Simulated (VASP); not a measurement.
Runs of VASP 6.6.1 on Mg3Re2. The structure is that of space group Pm-3m (No. 221), or close to it. The cells are those of the table. 

```csv
task,cell,k mesh,cutoff (eV),gap on the mesh (eV),pressure (GPa),relaxed volume (Å³/atom)
relaxation of cell and atoms,"relaxed from a = 4.846 Å, 5 atoms",8 × 8 × 8,600,none,0.0,22.80
relaxation of cell and atoms,"relaxed from a = 4.376 Å, 5 atoms",4 × 4 × 4,600,none,0.3,(a)
single point,"a = 4.848 Å, 5 atoms",8 × 8 × 8,520,none,0.0,-
single point,"a = 4.846 Å, 5 atoms",4 × 4 × 4,520,none,0.0,-
single point,"a = 4.376 Å, 5 atoms",4 × 4 × 4,520,none,31.2,-
```

Alike in all rows: level PBE; potentials or basis VASP PAW PBE potentials, release 64 (Mg, Re); no spin polarisation; smearing gaussian 0.1 eV.

Task: Fill in the values left out.

Result: (a) 22.65.

Caveats: spin-orbit coupling is left out, which moves the levels of the heavy elements; the volume moved by over 15 % at a fixed basis, so the end points are rough (some runs).

A k mesh can miss the band edges, and the runs leave out spin-orbit coupling on Re.

A gap of «none» marks levels without a gap at the run's occupations.
